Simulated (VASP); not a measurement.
**NbSnSe4: single point with PBE**

The system is NbSnSe4.

```
Nb Sn Se
1.0
     2.91618   -3.76331    0.08312
     2.91618    3.76331    0.08312
    -2.38404    0.00000    7.64121
Nb Sn Se
1 1 4
Cartesian
  -1.1920 0.0000 3.8206
  1.7242 0.0000 3.9037
  2.8193 1.9308 2.2101
  0.6291 1.9308 5.5974
  0.6291 -1.9308 5.5974
  2.8193 -1.9308 2.2101
```

The cell was built from a structure type or drawn by symmetry, and may not be a known phase.

```json
{
  "Program": "VASP 6.6.1",
  "Task": "single point",
  "Functional": "PBE",
  "Potentials or basis": "VASP PAW PBE potentials, release 64 (Nb_sv, Sn_d, Se)",
  "Cutoff": "500 eV",
  "k mesh": "3 × 3 × 2",
  "Occupations": "gaussian, width 0.15 eV",
  "Spin": "no spin polarisation"
}
```

```
Pressure               : 0.0 GPa
Largest force          : 0.028 eV/Å
Band gap on the k mesh : zero (an odd number of electrons rules out a gap without spin polarisation)
```

Forces in eV/Å, atoms in the order of the input:
```
Nb   0.000  0.000  0.000
Sn   0.000  0.000  0.000
Se  -0.024 -0.012  0.007
Se   0.024 -0.012 -0.007
Se   0.024  0.012 -0.007
Se  -0.024  0.012  0.007
```

Stress tensor (GPa, compression positive):
```
 0.07  0.00  0.14
 0.00 -0.12  0.00
 0.14  0.00  0.08
```

Levels at points of the mesh, in eV from the Fermi level:
```
           k point  band 22  band 23  band 24  band 25  band 26  band 27  band 28  band 29
(0.00, 0.00, 0.00)    -2.04    -1.95    -0.72    -0.09     0.60     0.91     1.69     1.77
(0.00, 0.00, 0.50)    -2.36    -2.12    -0.38    -0.03     0.62     0.85     1.71     1.99
```

Wall time 44 s on 1 thread of Intel(R) Xeon(R) Platinum 8488C (Sapphire Rapids) (shared host), peak memory 0.28 GiB.

Caveat: the k points lie up to 0.47 Å⁻¹ apart, too coarse for converged energies and pressures of a metal; spin-orbit coupling is left out, which moves the levels of the heavy elements; this functional lacks dispersion, which binds the layers, so the pressure and a relaxed spacing across them are unreliable.
